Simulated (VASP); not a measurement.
# BaS (Fm-3m) in VASP: single point with PBE

Aim: the single point of BaS with PBE.

Everything below comes from runs of VASP 6.6.1. Logs are shortened: lines on timing, memory, paths and dates and some standing lists are left out, and cuts for length are marked.

## 1. The cell of the first run

It takes space group Fm-3m (No. 225, cubic). Conventional cell: a = 6.429 Å, b = 6.429 Å, c = 6.429 Å, α = 90.00°, β = 90.00°, γ = 90.00°. Within 4.2 Å of Ba (site symmetry m-3m) lie 6 S at 3.21 Å. Within 4.2 Å of S (site symmetry m-3m) lie 6 Ba at 3.21 Å.

## 2. Single point, PBE

INCAR

```
SYSTEM = BaS
ALGO     = Normal         ! electronic algorithm
EDIFF    = 1E-6           ! SCF threshold, eV
ENCUT    = 520            ! plane-wave cutoff, eV
GGA      = PE             ! functional
ISIF     = 2              ! what is computed and relaxed
ISMEAR   = 0              ! smearing method
LASPH    = .TRUE.         ! aspherical terms in the spheres
LCHARG   = .FALSE.        ! write CHGCAR
LREAL    = .FALSE.        ! projectors in reciprocal space
LWAVE    = .FALSE.        ! write WAVECAR
NBANDS   = 15             ! bands
NELM     = 100            ! most SCF steps
PREC     = Accurate       ! precision mode
SIGMA    = 0.02           ! smearing width, eV
```

KPOINTS

```
k-points
0
G
  8 8 8
  0 0 0
```

POSCAR

```
BaS
1.0
    0.0000000000      3.2142589742      3.2142589742
    3.2142589742      0.0000000000      3.2142589742
    3.2142589742      3.2142589742      0.0000000000
Ba S
1 1
Direct
    0.0000000000      0.0000000000      0.0000000000
    0.5000000000      0.5000000000      0.5000000000
```

Potentials or basis: VASP PAW PBE potentials, release 64 (Ba_sv, S).

Command:

```sh
cat potpaw_PBE.64/Ba_sv/POTCAR potpaw_PBE.64/S/POTCAR > POTCAR
mpirun -np 1 vasp_std > vasp.out
```

OUTCAR:

```text
SYSTEM = BaS
   EDIFF = 1E-6
   ENCUT = 520
   GGA = PE
   ISIF = 2
   ISMEAR = 0
   LASPH = .TRUE.
   LREAL = .FALSE.
   NELM = 100
   PREC = Accurate

 ion  position               nearest neighbor table
   1  0.000  0.000  0.000-   2 3.21   2 3.21   2 3.21   2 3.21   2 3.21   2 3.21
   2  0.500  0.500  0.500-   1 3.21   1 3.21   1 3.21   1 3.21   1 3.21   1 3.21

  LATTYP: Found a face centered cubic cell.
 ALAT       =     6.4285179484

  Lattice vectors:

 A1 = (   0.0000000000,   3.2142589742,   3.2142589742)
 A2 = (   3.2142589742,   0.0000000000,   3.2142589742)
 A3 = (   3.2142589742,   3.2142589742,   0.0000000000)

Analysis of symmetry for initial positions (statically):
=====================================================================
 Subroutine PRICEL returns:
 Original cell was already a primitive cell.

 Routine SETGRP: Setting up the symmetry group for a
 face centered cubic supercell.

 Subroutine GETGRP returns: Found 48 space group operations
 (whereof 48 operations were pure point group operations)
 out of a pool of 48 trial point group operations.

The static configuration has the point symmetry O_h .

Analysis of symmetry for dynamics (positions and initial velocities):
=====================================================================
 Subroutine PRICEL returns:
 Original cell was already a primitive cell.

 Routine SETGRP: Setting up the symmetry group for a
 face centered cubic supercell.

 Subroutine GETGRP returns: Found 48 space group operations
 (whereof 48 operations were pure point group operations)
 out of a pool of 48 trial point group operations.

The dynamic configuration has the point symmetry O_h .

 Subroutine INISYM returns: Found 48 space group operations
 (whereof 48 operations are pure point group operations),
 and found     1 'primitive' translations

----------------------------------------------------------------------------------------

                                     Primitive cell

  volume of cell :      66.4160

  direct lattice vectors                    reciprocal lattice vectors
     0.000000000  3.214258974  3.214258974    -0.155556850  0.155556850  0.155556850
     3.214258974  0.000000000  3.214258974     0.155556850 -0.155556850  0.155556850
     3.214258974  3.214258974  0.000000000     0.155556850  0.155556850 -0.155556850

  length of vectors
     4.545648634  4.545648634  4.545648634     0.269432367  0.269432367  0.269432367

  position of ions in fractional coordinates (direct lattice)
     0.000000000  0.000000000  0.000000000
     0.500000000  0.500000000  0.500000000

  ion indices of the primitive-cell ions
   primitive index   ion index
                 1           1
                 2           2

----------------------------------------------------------------------------------------

 KPOINTS: k-points

Automatic generation of k-mesh.
 Grid dimensions read from file:
 generate k-points for:    8    8    8

 Generating k-lattice:

  Cartesian coordinates                     Fractional coordinates (reciprocal lattice)
    -0.019444606  0.019444606  0.019444606     0.125000000  0.000000000  0.000000000
     0.019444606 -0.019444606  0.019444606     0.000000000  0.125000000  0.000000000
     0.019444606  0.019444606 -0.019444606     0.000000000  0.000000000  0.125000000

  Length of vectors
     0.033679046  0.033679046  0.033679046

  Shift w.r.t. Gamma in fractional coordinates (k-lattice)
     0.000000000  0.000000000  0.000000000

 Subroutine IBZKPT returns following result:
 ===========================================

 Found     29 irreducible k-points:

 Following reciprocal coordinates:
            Coordinates               Weight
  0.000000  0.000000  0.000000      1.000000
  0.125000  0.000000  0.000000      8.000000
  0.250000  0.000000  0.000000      8.000000
  0.375000  0.000000  0.000000      8.000000
  0.500000  0.000000  0.000000      4.000000
  0.125000  0.125000  0.000000      6.000000
[... 16 lines left out ...]
  0.500000  0.250000  0.125000     48.000000
 -0.375000  0.250000  0.125000     24.000000
 [... further k-points ...]
   k-points           NKPTS =     29   k-points in BZ     NKDIM =     29   number of bands    NBANDS=     15
   number of dos      NEDOS =    301   number of ions     NIONS =      2
   total plane-waves  NPLWV =  46656
   dimension x,y,z NGX =    36 NGY =   36 NGZ =   36
   dimension x,y,z NGXF=    72 NGYF=   72 NGZF=   72
   ions per type =               1   1
   NGX,Y,Z   is equivalent  to a cutoff of  13.17, 13.17, 13.17 a.u.
   NGXF,Y,Z  is equivalent  to a cutoff of  26.33, 26.33, 26.33 a.u.
 SYSTEM =  BaS
   PREC   = accura    normal or accurate (medium, high low for compatibility)
   ISTART =      0    job   : 0-new  1-cont  2-samecut
   ICHARG =      2    charge: 1-file 2-atom 10-const
   ISPIN  =      1    spin polarized calculation?
   LNONCOLLINEAR =      F non collinear calculations
   LSORBIT =      F    spin-orbit coupling
   LASPH  =      T    aspherical Exc in radial PAW
   ENCUT  =  520.0 eV  38.22 Ry    6.18 a.u.   8.45  8.45  8.45*2*pi/ulx,y,z
   NELM   =    100;   NELMIN=  2; NELMDL= -5     # of ELM steps
   EDIFF  = 0.1E-05   stopping-criterion for ELM
   LREAL  =      F    real-space projection
   EDIFFG = 0.1E-04   stopping-criterion for IOM
   NSW    =      0    number of steps for IOM
   IBRION =     -1    ionic relax: 0-MD 1-quasi-New 2-CG
   NFREE  =      0    steps in history (QN), initial steepest desc. (CG)
   ISIF   =      2    stress and relaxation
   ISYM   =      2    0-nonsym 1-usesym 2-fastsym
   POTIM  = 0.5000    time-step for ionic-motion
   TEBEG  =    0.0;   TEEND  =   0.0 temperature during run
   PSTRESS=    0.0 pullay stress
   NELECT =      16.0000    total number of electrons
   NUPDOWN=      -1.0000    fix difference up-down
   EMIN   =  10.00;   EMAX   =-10.00  energy-range for DOS
   EFERMI =   0.00;   METHOD = LEGACY
   ISMEAR =     0;   SIGMA  =   0.02  broadening in eV -4-tet -1-fermi 0-gaus
   EFERMI_NEDOS =   21; number of points for ismear=-14 and -15
   IALGO  =     38    algorithm
   IMIX   =      4    mixing-type and parameters
     AMIX     =   0.40;   BMIX     =  1.00
     AMIX_MAG =   1.60;   BMIX_MAG =  1.00
  volume/ion in A,a.u.               =      33.21       224.10
  Fermi-wavevector in a.u.,A,eV,Ry     =   1.018648  1.924965 14.117989  1.037643
  Thomas-Fermi vector in A             =   2.152117
   LORBIT       =      0    0 simple, 1 ext, 2 COOP (PROOUT), +10 PAW based schemes
   GGA     = PE    functional components
   LHFCALC =     F    Hartree Fock is set to
   AEXX    =    0.0000 exact exchange contribution
   IVDW    =     0    specifies the selected vdW correction
   LEPSILON=     F    determine dielectric tensor
   LRPA    =     F    only Hartree local field effects (RPA)
 non-spin polarized calculation
 Gauss-broadening in eV      SIGMA  =   0.02
  energy-cutoff  :      520.00
  volume of cell :       66.42
 maximum number of plane-waves:      1812
 NGX is ok and might be reduce to    36
   NGX = 17   NGY = 17   NGZ = 17

 number of electron      16.0000002 magnetization

 Free energy of the ion-electron system (eV)
  ---------------------------------------------------
  ext. energy  EPLUGINS =         0.00000000
  ---------------------------------------------------
  free energy    TOTEN  =       -10.19266251 eV

  energy without entropy =      -10.19266251  energy(sigma->0) =      -10.19266251

 E-fermi :   1.5359     XC(G=0):  -8.5463

 val. band max:        1.3552080640   @ k =   0.0000   0.0000   0.0000
 cond. band min:       3.4938836077   @ k =   0.5000   0.5000   0.0000
 fundamental gap:      2.1386755437
 Fermi energy:         1.5359450871

 k-point     1 :       0.0000    0.0000    0.0000
  band No.  band energies     occupation
      1     -24.7807      2.00000
      2      -9.8383      2.00000
      3      -9.8383      2.00000
      4      -9.8383      2.00000
      5      -8.9759      2.00000
      6       1.3552      2.00000
      7       1.3552      2.00000
      8       1.3552      2.00000
      9       4.8617      0.00000
     10       5.2207      0.00000
     11       5.2207      0.00000
     12       5.2207      0.00000
     13       6.1264      0.00000
     14       6.1264      0.00000
     15      10.0565      0.00000

 k-point     2 :       0.1250    0.0000    0.0000
  band No.  band energies     occupation
      1     -24.7748      2.00000
      2     -10.1061      2.00000
      3      -9.8437      2.00000
      4      -9.8437      2.00000
      5      -8.6946      2.00000
      6       0.9540      2.00000
      7       1.1532      2.00000
      8       1.1532      2.00000
      9       5.1993      0.00000
     10       5.4489      0.00000
     11       5.4489      0.00000
     12       5.4768      0.00000
     13       6.5668      0.00000
     14       6.5668      0.00000
     15      10.6656      0.00000

 k-point     3 :       0.2500    0.0000    0.0000
  band No.  band energies     occupation
      1     -24.7605      2.00000
      2     -10.5055      2.00000
      3      -9.8567      2.00000
      4      -9.8567      2.00000
      5      -8.2609      2.00000
      6       0.2304      2.00000
      7       0.7513      2.00000
      8       0.7513      2.00000
      9       5.4400      0.00000
     10       6.0863      0.00000
     11       6.0863      0.00000
     12       6.6292      0.00000
     13       7.6727      0.00000
     14       7.6727      0.00000
     15      11.8446      0.00000
[... 343 lines left out ...]
 k-point    23 :       0.5000    0.2500    0.1250
  band No.  band energies     occupation
      1     -24.7387      2.00000
      2     -10.6462      2.00000
      3     -10.0097      2.00000
      4      -9.9137      2.00000
      5      -8.1438      2.00000
      6      -0.0726      2.00000
      7       0.4654      2.00000
      8       0.8213      2.00000
      9       5.2207      0.00000
     10       6.8835      0.00000
     11       7.4412      0.00000
     12       7.5935      0.00000
     13       8.7419      0.00000
     14       9.9657      0.00000
     15      10.5977      0.00000

 k-point    24 :      -0.3750    0.2500    0.1250
  band No.  band energies     occupation
      1     -24.7340      2.00000
      2     -10.6934      2.00000
      3     -10.0188      2.00000
      4      -9.9358      2.00000
      5      -8.1038      2.00000
      6      -0.0982      2.00000
      7       0.5129      2.00000
      8       0.5826      2.00000
      9       6.0155      0.00000
     10       6.1882      0.00000
     11       7.9307      0.00000
     12       8.1359      0.00000
     13       9.0914      0.00000
     14      10.0111      0.00000
     15      10.6335      0.00000

 [... further k-points ...]

------------------------ aborting loop because EDIFF is reached ----------------------------------------

  FORCE on cell =-STRESS in cart. coord.  units (eV):
  Direction    XX          YY          ZZ          XY          YZ          ZX
  --------------------------------------------------------------------------------------
  -------------------------------------------------------------------------------------
  Total        0.2271391      0.2271391      0.2271391      0.0000000     -0.0000000      0.0000000
  in kB        5.4793602      5.4793602      5.4793602      0.0000000     -0.0000000      0.0000000
  external PRESSURE =       5.4793602 kB  Pullay stress =       0.0000000 kB

 VOLUME and BASIS-vectors are now :
 -----------------------------------------------------------------------------
  energy-cutoff  :      520.00
  volume of cell :       66.42
      direct lattice vectors                 reciprocal lattice vectors
     0.000000000  3.214258974  3.214258974    -0.155556850  0.155556850  0.155556850
     3.214258974  0.000000000  3.214258974     0.155556850 -0.155556850  0.155556850
     3.214258974  3.214258974  0.000000000     0.155556850  0.155556850 -0.155556850

 POSITION                                       TOTAL-FORCE (eV/Angst)
 -----------------------------------------------------------------------------------
      0.00000      0.00000      0.00000        -0.000000      0.000000     -0.000000
      3.21426      3.21426      3.21426         0.000000     -0.000000      0.000000
 -----------------------------------------------------------------------------------
    total drift:                                0.000000      0.000000      0.000000

  FREE ENERGIE OF THE ION-ELECTRON SYSTEM (eV)
  ---------------------------------------------------
  free  energy   TOTEN  =       -10.1926625104 eV

  energy  without entropy=      -10.1926625104  energy(sigma->0) =      -10.19266251
```

It took 26 s on 1 thread of AMD EPYC 7R13 (Zen 3), shared host; peak memory 0.18 GiB.

Results:

| Item | Value |
| --- | --- |
| Free energy | -10.1927 eV |
| Pressure | 0.5 GPa |
| Band gap on the k mesh | 2.14 eV (least direct gap 2.29 eV) |

Levels at points of the mesh, in eV from the valence-band top:
```tsv
k point	band 4	band 5	band 6	band 7	band 8	band 9	band 10	band 11	band 12	band 13
(0.00, 0.00, 0.00)	-11.19	-10.33	0.00	0.00	0.00	3.51	3.87	3.87	3.87	4.77
(0.50, 0.00, 0.00)	-11.23	-9.18	-1.89	-1.05	-1.05	5.48	5.63	6.23	6.23	8.78
(0.50, 0.50, 0.00)	-11.37	-10.24	-0.54	-0.15	-0.15	2.14	5.88	5.91	7.39	7.39
```

Caveat: spin-orbit coupling is left out, which moves the levels of the heavy elements.
